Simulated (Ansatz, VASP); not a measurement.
**TiSi2: VASP beside Ansatz**

```
Ti Si
1.0
     1.74125   -6.66793    0.00000
     1.74125    6.66793    0.00000
     0.00000    0.00000    3.51699
Ti Si
2 4
Direct
  0.10312 0.89688 0.25000
  0.89688 0.10312 0.75000
  0.75031 0.24969 0.25000
  0.24969 0.75031 0.75000
  0.44175 0.55825 0.25000
  0.55825 0.44175 0.75000
```

Alike in both runs: task single point; functional LDA; k mesh 8 × 8 × 8; occupations fermi-dirac, width 0.05 eV; no spin polarisation.

|  | VASP | Ansatz |
| --- | --- | --- |
| version | VASP 6.6.1 | Ansatz 0.2.0 |
| potentials or method | VASP PAW LDA potentials, release 64 (Ti_sv, Si) | Ansatz PAW |
| plane-wave cutoff (eV) | 520 | 420 |
| valence electrons in the cell | 40 | 40 |

```tsv
	VASP	Ansatz	Ansatz less VASP
gap on the k mesh at the Fermi level (eV)	none	none	-
pressure (GPa)	0.7	0.5	-0.18
traceless stress, the component that is largest in VASP (GPa)	1.01	0.99	-0.023
rms of the force components (eV/Å)	0.087	0.088	+0.0016
```

LDA's correlation is that of Perdew and Zunger in VASP and of Perdew and Wang (1992) in Ansatz. Atom by atom the forces differ by 0.002 eV/Å (rms over components). A gap of «none» marks a metal or a gap that the smearing closes.
